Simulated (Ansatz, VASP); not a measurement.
# La2SbAs3 in VASP and in Ansatz

```
La Sb As
1.0
     4.70899    0.00000    0.00000
    -2.35450    4.07811    0.00000
     0.00000    0.00000    8.20656
La Sb As
2 1 3
Direct
  0.33333 0.66667 0.76437
  0.33333 0.66667 0.23563
  0.66667 0.33333 0.50000
  0.66667 0.33333 0.00000
  0.00000 0.00000 0.50000
  0.00000 0.00000 0.00000
```

Change from the starting cell: species swapped into the Ce2CuSi3 type (P-6m2, No. 187).

Alike in both runs: functional PBE; k mesh 12 × 12 × 6; occupations gaussian, width 0.1 eV; no spin polarisation.

Ansatz relaxed the structure, and its values are those at the end. VASP's run is a single point on that final structure, the one shown.

```csv
,VASP,Ansatz
version,VASP 6.6.1,Ansatz 0.2.0
potentials or method,"VASP PAW PBE potentials, release 64 (La, Sb, As), cutoff 520 eV","scalar-relativistic, plane waves, PAW"
valence electrons in the cell,42,82
```

Ansatz gave:

* gap on the k mesh at the Fermi level (eV): none
* pressure (GPa): 0.0
* rms of the force components (eV/Å): 0.003

Q: Which values does VASP return?

A: gap on the k mesh at the Fermi level (eV): none; pressure (GPa): 0.0; rms of the force components (eV/Å): 0.000.

A gap of «none» marks a metal or a gap that the smearing closes. With one functional, cell and mesh, what is left measures potentials, basis and numerics. VASP's potentials hold 42 valence electrons a cell and Ansatz's 82, so a difference there can come from the potentials and not from the codes.

Spin-orbit coupling is off throughout.
